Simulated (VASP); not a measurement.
Set up this calculation in VASP 6.6.1, as the native input.

| Item | Value |
| --- | --- |
| Task | single point |
| Functional | LDA |
| Potentials or basis | VASP PAW LDA potentials, release 64 (Na_pv) |
| Cutoff | 520 eV |
| k mesh | 7 × 7 × 10 |
| Occupations | fermi-dirac, width 0.1 eV |
| Spin | no spin polarisation |
| Dipole correction | no |
| Further INCAR settings | ALGO = Normal; EDIFF = 1e-06; NBANDS = 18 |

The structure of Na lies in POSCAR:

```
Na
1.0
    5.8155689108      0.0000000000      0.0000000000
   -2.9077844554      5.0364304142      0.0000000000
    0.0000000000      0.0000000000      3.4388389685
Na
3
Direct
    1.0000000000      1.0000000000      0.0000000000
    0.3333333333      0.6666666667      0.5000000000
    0.6666666667      0.3333333333      0.5000000000
```

The input as run:

INCAR

```
PREC     = Accurate       # precision mode
ENCUT    = 520            # plane-wave cutoff, eV
EDIFF    = 1E-6           # SCF threshold, eV
ISMEAR   = -1             # smearing method
SIGMA    = 0.1            # smearing width, eV
LREAL    = F              # projectors in reciprocal space
LASPH    = T              # aspherical terms in the spheres
NELM     = 100            # most SCF steps
ALGO     = Normal         # electronic algorithm
ISIF     = 2              # what is computed and relaxed
LWAVE    = F              # write WAVECAR
LCHARG   = T              # write CHGCAR
LELF     = T              # ELF
LVHAR    = T            
NBANDS   = 18             # bands
```

KPOINTS

```
regular mesh
0
Gamma
  7 7 10
```

Potentials or basis: VASP PAW LDA potentials, release 64 (Na_pv).

Command:

```sh
$ cat potpaw_LDA.64/Na_pv/POTCAR > POTCAR
$ mpirun -np 1 vasp_std > vasp.out
```

It gave:

| Property | Result |
| --- | --- |
| Pressure | 0.0 GPa |

Run time: 110 s on 1 thread of AMD EPYC 7R13 (shared host), peak memory 0.18 GiB.
